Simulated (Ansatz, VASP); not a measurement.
LiF: VASP beside Ansatz

```
Li F
1.0
     0.00000    1.97289    1.97289
     1.97289    0.00000    1.97289
     1.97289    1.97289    0.00000
Li F
1 1
Direct
  0.00000 0.00000 0.00000
  0.50000 0.50000 0.50000
```

Change from the starting cell: volume scaled by 0.94.

Alike in both runs: task single point; functional LDA; k mesh 10 × 10 × 10; occupations fermi-dirac, width 0.03 eV; no spin polarisation.

|  | VASP | Ansatz |
| --- | --- | --- |
| version | VASP 6.6.1 | Ansatz 0.2.0 |
| potentials or method | VASP PAW LDA potentials, release 64 (Li_sv, F), cutoff 520 eV | all-electron LAPW, scalar-relativistic |

```csv
,VASP,Ansatz,Ansatz less VASP
gap on the k mesh at the Fermi level (eV),9.41,9.40,-0.016
```

LDA's correlation is that of Perdew and Zunger in VASP and of Perdew and Wang (1992) in Ansatz. Ansatz ran all-electron here, and VASP with PAW potentials.

Noted on VASP's run: the cutoff is short for stress, so the pressure is rough.
